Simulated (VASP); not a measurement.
# Cu (P6_3/mmc) in VASP: notebook

The runs below take Cu through single point, with PBE.

Program: VASP 6.6.1. These are calculated values, not measurements. Logs are shortened: lines on timing, memory, paths and dates and some standing lists are left out, and cuts for length are marked.

## Step 1: The cell of the first run

The structure is hexagonal, space group P6_3/mmc (No. 194). The conventional cell has a = 2.567 Å, b = 2.567 Å, c = 8.387 Å, α = 90.00°, β = 90.00°, γ = 120.00°. Cu (site symmetry -3m) has 12 Cu at 2.57 Å within 3.4 Å. Within 3.4 Å of Cu (site symmetry -6m2) lie 12 Cu at 2.57 Å.

This isn't the form of Cu at room conditions, which is fcc.

## Step 2: Single point, PBE

Input file INCAR:

```
SYSTEM = Cu
  ALGO = Fast
  EDIFF = 1E-7
  ENCUT = 520
  GGA = PE
  ISIF = 2
  ISMEAR = 1
  LASPH = .True.
  LCHARG = .False.
  LREAL = .False.
  LWAVE = .False.
  NBANDS = 30
  NELM = 100
  PREC = Accurate
  SIGMA = 0.1
```

Input file KPOINTS:

```
k-points
0
Gamma
  18 18 6
  0 0 0
```

Input file POSCAR:

```
Cu
1.0
    2.5670412918      0.0000000000      0.0000000000
   -1.2835206459      2.2231229713      0.0000000000
    0.0000000000      0.0000000000      8.3865575041
Cu
4
Direct
    0.0000000000      0.0000000000      0.0000000000
    0.3333333333      0.6666666667      0.2500000000
    0.0000000000      0.0000000000      0.5000000000
    0.6666666667      0.3333333333      0.7500000000
```

Potentials or basis: VASP PAW PBE potentials, release 64 (Cu).

On the command line:

```sh
$ cat potpaw_PBE.64/Cu/POTCAR > POTCAR
$ mpirun -np 1 vasp_std > vasp.out
```

OUTCAR:

```text
SYSTEM = Cu
   EDIFF = 1E-7
   ENCUT = 520
   GGA = PE
   ISIF = 2
   ISMEAR = 1
   LASPH = .True.
   LREAL = .False.
   NELM = 100
   PREC = Accurate

 ion  position               nearest neighbor table
   1  0.000  0.000  0.000-   2 2.57   4 2.57   4 2.57   2 2.57   4 2.57   2 2.57
   2  0.333  0.667  0.250-   1 2.57   3 2.57   1 2.57   3 2.57   1 2.57   3 2.57
   3  0.000  0.000  0.500-   2 2.57   4 2.57   4 2.57   2 2.57   4 2.57   2 2.57
   4  0.667  0.333  0.750-   1 2.57   3 2.57   1 2.57   3 2.57   1 2.57   3 2.57

  LATTYP: Found a hexagonal cell.
 ALAT       =     2.5670412918
 C/A-ratio  =     3.2670130905

  Lattice vectors:

 A1 = (   2.5670412918,   0.0000000000,   0.0000000000)
 A2 = (  -1.2835206459,   2.2231229713,   0.0000000000)
 A3 = (   0.0000000000,   0.0000000000,   8.3865575041)

Analysis of symmetry for initial positions (statically):
=====================================================================
 Subroutine PRICEL returns:
 Original cell was already a primitive cell.

 Routine SETGRP: Setting up the symmetry group for a
 hexagonal supercell.

 Subroutine GETGRP returns: Found 24 space group operations
 (whereof 12 operations were pure point group operations)
 out of a pool of 24 trial point group operations.

The static configuration has the point symmetry D_3d.
 The point group associated with its full space group is D_6h.

Analysis of symmetry for dynamics (positions and initial velocities):
=====================================================================
 Subroutine PRICEL returns:
 Original cell was already a primitive cell.

 Routine SETGRP: Setting up the symmetry group for a
 hexagonal supercell.

 Subroutine GETGRP returns: Found 24 space group operations
 (whereof 12 operations were pure point group operations)
 out of a pool of 24 trial point group operations.

The dynamic configuration has the point symmetry D_3d.
 The point group associated with its full space group is D_6h.

 Subroutine INISYM returns: Found 24 space group operations
 (whereof 12 operations are pure point group operations),
 and found     1 'primitive' translations

----------------------------------------------------------------------------------------

                                     Primitive cell

  volume of cell :      47.8608

  direct lattice vectors                    reciprocal lattice vectors
[... 91 lines left out ...]
   EDIFF  = 0.1E-06   stopping-criterion for ELM
   LREAL  =      F    real-space projection
   EDIFFG = 0.1E-05   stopping-criterion for IOM
   NSW    =      0    number of steps for IOM
   IBRION =     -1    ionic relax: 0-MD 1-quasi-New 2-CG
   NFREE  =      0    steps in history (QN), initial steepest desc. (CG)
   ISIF   =      2    stress and relaxation
   ISYM   =      2    0-nonsym 1-usesym 2-fastsym
   POTIM  = 0.5000    time-step for ionic-motion
   TEBEG  =    0.0;   TEEND  =   0.0 temperature during run
   PSTRESS=    0.0 pullay stress
   NELECT =      44.0000    total number of electrons
   NUPDOWN=      -1.0000    fix difference up-down
   EMIN   =  10.00;   EMAX   =-10.00  energy-range for DOS
   EFERMI =   0.00;   METHOD = LEGACY
   ISMEAR =     1;   SIGMA  =   0.10  broadening in eV -4-tet -1-fermi 0-gaus
   EFERMI_NEDOS =   21; number of points for ismear=-14 and -15
   IALGO  =     68    algorithm
   IMIX   =      4    mixing-type and parameters
     AMIX     =   0.40;   BMIX     =  1.00
     AMIX_MAG =   1.60;   BMIX_MAG =  1.00
  volume/ion in A,a.u.               =      11.97        80.75
  Fermi-wavevector in a.u.,A,eV,Ry     =   1.591839  3.008139 34.476485  2.533950
  Thomas-Fermi vector in A             =   2.690317
   LORBIT       =      0    0 simple, 1 ext, 2 COOP (PROOUT), +10 PAW based schemes
   GGA     = PE    functional components
   LHFCALC =     F    Hartree Fock is set to
   AEXX    =    0.0000 exact exchange contribution
   IVDW    =     0    specifies the selected vdW correction
   LEPSILON=     F    determine dielectric tensor
   LRPA    =     F    only Hartree local field effects (RPA)
 non-spin polarized calculation
 RMM-DIIS sequential band-by-band and
 Methfessel and Paxton  Order N= 1 SIGMA  =   0.10
  energy-cutoff  :      520.00
  volume of cell :       47.86
 maximum number of plane-waves:      1316
 NGX is ok and might be reduce to    20
   NGX =  9   NGY =  9   NGZ = 31

 number of electron      44.0000026 magnetization

 Free energy of the ion-electron system (eV)
  ---------------------------------------------------
  ext. energy  EPLUGINS =         0.00000000
  ---------------------------------------------------
  free energy    TOTEN  =       -14.89265109 eV

  energy without entropy =      -14.89294974  energy(sigma->0) =      -14.89275064

 E-fermi :   7.3744     XC(G=0): -12.6499

 val. band max:        7.3470709538   @ k =   0.2222   0.2222   0.0000
 cond. band min:       7.3753913122   @ k =   0.1111  -0.0000   0.1667
 fundamental gap:      0.0283203584
 Fermi energy:         7.3744297298

 k-point     1 :       0.0000    0.0000    0.0000
  band No.  band energies     occupation
      1      -1.8273      2.00000
      2       0.2717      2.00000
      3       0.2809      2.00000
      4       2.4209      2.00000
      5       4.1981      2.00000
      6       4.2001      2.00000
[... 781 lines left out ...]
     29      17.9148      0.00000
     30      18.8248      0.00000

 [... further k-points ...]

------------------------ aborting loop because EDIFF is reached ----------------------------------------

  FORCE on cell =-STRESS in cart. coord.  units (eV):
  Direction    XX          YY          ZZ          XY          YZ          ZX
  --------------------------------------------------------------------------------------
  -------------------------------------------------------------------------------------
  Total        0.2040955      0.2040955      0.1873362      0.0000000      0.0000000      0.0000000
  in kB        6.8322543      6.8322543      6.2712234      0.0000000      0.0000000      0.0000000
  external PRESSURE =       6.6452440 kB  Pullay stress =       0.0000000 kB

 VOLUME and BASIS-vectors are now :
 -----------------------------------------------------------------------------
  energy-cutoff  :      520.00
  volume of cell :       47.86
      direct lattice vectors                 reciprocal lattice vectors
     2.567041292  0.000000000  0.000000000     0.389553531  0.224908836  0.000000000
    -1.283520646  2.223122971  0.000000000     0.000000000  0.449817672  0.000000000
     0.000000000  0.000000000  8.386557504     0.000000000  0.000000000  0.119238436

 POSITION                                       TOTAL-FORCE (eV/Angst)
 -----------------------------------------------------------------------------------
      0.00000      0.00000      0.00000         0.000000      0.000000      0.000000
     -0.00000      1.48208      2.09664         0.000000     -0.000000      0.000000
      0.00000      0.00000      4.19328         0.000000      0.000000      0.000000
      1.28352      0.74104      6.28992        -0.000000      0.000000      0.000000
 -----------------------------------------------------------------------------------
    total drift:                                0.000000     -0.000000      0.000000

  FREE ENERGIE OF THE ION-ELECTRON SYSTEM (eV)
  ---------------------------------------------------
  free  energy   TOTEN  =       -14.8926510931 eV

  energy  without entropy=      -14.8929497393  energy(sigma->0) =      -14.89275064
```

Run time: 98 s. Hardware: 1 thread of Intel Xeon 6975P-C (Granite Rapids), shared host; peak memory 0.26 GiB.

Results:

```
Free energy            : -14.8927 eV
Pressure               : 0.7 GPa
Band gap on the k mesh : zero (bands 22 and 23 overlap by 5.12 eV)
```

## Step 3: Single point, PBE

Input file INCAR:

```
SYSTEM = Cu
PREC = Accurate
ENCUT = 520
EDIFF = 1E-7
ISMEAR = 0
SIGMA = 0.1
LREAL = .FALSE.
LASPH = .TRUE.
NELM = 60
ALGO = Normal
ISIF = 2
LWAVE = .FALSE.
LCHARG = .TRUE.
GGA = PE
LELF = .TRUE.
LVHAR = .TRUE.
NBANDS = 30
```

Input file KPOINTS:

```
Automatic mesh
0
G
  15 15 4
  0 0 0
```

Input file POSCAR:

```
Cu
1.0
    2.5670412900      0.0000000000      0.0000000000
   -1.2835206450      2.2231229697      0.0000000000
    0.0000000000      0.0000000000      8.3865575156
Cu
4
Direct
    0.0000000000      0.0000000000      0.0000000000
    0.3333333333      0.6666666667      0.2500000000
    0.0000000000      0.0000000000      0.5000000000
    0.6666666667      0.3333333333      0.7500000000
```

Potentials or basis: VASP PAW PBE potentials, release 64 (Cu).

On the command line:

```sh
$ cat potpaw_PBE.64/Cu/POTCAR > POTCAR
$ mpirun -np 1 vasp_std > vasp.out
```

OUTCAR:

```text
SYSTEM = Cu
   PREC = Accurate
   ENCUT = 520
   EDIFF = 1E-7
   ISMEAR = 0
   LREAL = .FALSE.
   LASPH = .TRUE.
   NELM = 60
   ISIF = 2
   GGA = PE

 ion  position               nearest neighbor table
   1  0.000  0.000  0.000-   2 2.57   4 2.57   2 2.57   4 2.57   4 2.57   2 2.57
   2  0.333  0.667  0.250-   1 2.57   3 2.57   1 2.57   3 2.57   1 2.57   3 2.57
   3  0.000  0.000  0.500-   2 2.57   4 2.57   2 2.57   4 2.57   4 2.57   2 2.57
   4  0.667  0.333  0.750-   1 2.57   3 2.57   1 2.57   3 2.57   1 2.57   3 2.57

  LATTYP: Found a hexagonal cell.
 ALAT       =     2.5670412900
 C/A-ratio  =     3.2670130972

  Lattice vectors:

 A1 = (   2.5670412900,   0.0000000000,   0.0000000000)
 A2 = (  -1.2835206450,   2.2231229697,   0.0000000000)
 A3 = (   0.0000000000,   0.0000000000,   8.3865575156)

Analysis of symmetry for initial positions (statically):
=====================================================================
 Subroutine PRICEL returns:
 Original cell was already a primitive cell.

 Routine SETGRP: Setting up the symmetry group for a
 hexagonal supercell.

 Subroutine GETGRP returns: Found 24 space group operations
[... 172 lines left out ...]
 E-fermi :   7.5461     XC(G=0): -12.6505

 val. band max:        7.4982157167   @ k =   0.2000   0.0667   0.5000
 cond. band min:       7.5861075292   @ k =   0.4000   0.0667   0.0000
 fundamental gap:      0.0878918125
 Fermi energy:         7.5461406049

 k-point     1 :       0.0000    0.0000    0.0000
  band No.  band energies     occupation
      1      -1.8277      2.00000
      2       0.2743      2.00000
      3       0.2766      2.00000
      4       2.4199      2.00000
      5       4.1966      2.00000
      6       4.2047      2.00000
[... 781 lines left out ...]
     29      16.8847      0.00000
     30      17.0551      0.00000

 [... further k-points ...]

------------------------ aborting loop because EDIFF is reached ----------------------------------------

  FORCE on cell =-STRESS in cart. coord.  units (eV):
  Direction    XX          YY          ZZ          XY          YZ          ZX
  --------------------------------------------------------------------------------------
  -------------------------------------------------------------------------------------
  Total       -0.0472714     -0.0472714      0.5057737      0.0000000      0.0000000      0.0000000
  in kB       -1.5824477     -1.5824477     16.9311631      0.0000000      0.0000000      0.0000000
  external PRESSURE =       4.5887559 kB  Pullay stress =       0.0000000 kB

 VOLUME and BASIS-vectors are now :
 -----------------------------------------------------------------------------
  energy-cutoff  :      520.00
  volume of cell :       47.86
      direct lattice vectors                 reciprocal lattice vectors
     2.567041290  0.000000000  0.000000000     0.389553531  0.224908836  0.000000000
    -1.283520645  2.223122970  0.000000000     0.000000000  0.449817673  0.000000000
     0.000000000  0.000000000  8.386557516     0.000000000  0.000000000  0.119238436

 POSITION                                       TOTAL-FORCE (eV/Angst)
 -----------------------------------------------------------------------------------
      0.00000      0.00000      0.00000        -0.000000      0.000000      0.000000
     -0.00000      1.48208      2.09664         0.000000      0.000000      0.000000
      0.00000      0.00000      4.19328        -0.000000      0.000000      0.000000
      1.28352      0.74104      6.28992         0.000000     -0.000000      0.000000
 -----------------------------------------------------------------------------------
    total drift:                                0.000000     -0.000000      0.000000

  FREE ENERGIE OF THE ION-ELECTRON SYSTEM (eV)
  ---------------------------------------------------
  free  energy   TOTEN  =       -14.9012916808 eV

  energy  without entropy=      -14.8959632898  energy(sigma->0) =      -14.89862749
```

OSZICAR:

```text
N       E                     dE             d eps       ncg     rms          rms(c)
DAV:   1     0.330664980836E+03    0.33066E+03   -0.19863E+04  5164   0.262E+03
DAV:   2     0.107746688103E+02   -0.31989E+03   -0.30863E+03  4860   0.388E+02
DAV:   3    -0.177556541565E+02   -0.28530E+02   -0.27014E+02  5370   0.163E+02
DAV:   4    -0.184966458641E+02   -0.74099E+00   -0.73952E+00  5616   0.352E+01
DAV:   5    -0.185060770751E+02   -0.94312E-02   -0.94307E-02  6142   0.385E+00    0.153E+01
DAV:   6    -0.163353882953E+02    0.21707E+01   -0.29925E+01  5448   0.116E+02    0.785E+00
DAV:   7    -0.149398736004E+02    0.13955E+01   -0.57305E+00  5594   0.494E+01    0.876E-01
DAV:   8    -0.149132489269E+02    0.26625E-01   -0.11276E-01  6588   0.566E+00    0.835E-01
DAV:   9    -0.149065611142E+02    0.66878E-02   -0.12779E-02  5772   0.422E+00    0.560E-01
DAV:  10    -0.149011973994E+02    0.53637E-02   -0.12469E-02  5706   0.230E+00    0.309E-02
DAV:  11    -0.149012905755E+02   -0.93176E-04   -0.90870E-04  6216   0.339E-01    0.989E-03
DAV:  12    -0.149012921462E+02   -0.15707E-05   -0.13654E-05  7332   0.581E-02    0.473E-03
DAV:  13    -0.149012921386E+02    0.75961E-08   -0.20455E-06  6042   0.337E-02    0.309E-03
DAV:  14    -0.149012917220E+02    0.41657E-06   -0.86882E-07  5340   0.199E-02    0.524E-04
DAV:  15    -0.149012916808E+02    0.41199E-07   -0.68688E-08  3258   0.637E-03
   1 F= -.14901292E+02 E0= -.14898627E+02  d E =-.532839E-02
```

It took 96 s on 1 thread of Intel Xeon Platinum 8259CL at 2.50GHz (Skylake/Cascade Lake), shared host; peak memory 0.22 GiB.

What came out:

```yaml
Free_energy: -14.9013 eV
Pressure: 0.5 GPa
Band_gap_on_the_k_mesh: zero (bands 22 and 23 overlap by 5.11 eV)
```

The gap in the log of VASP goes by the Fermi energy; the results here count the filled bands.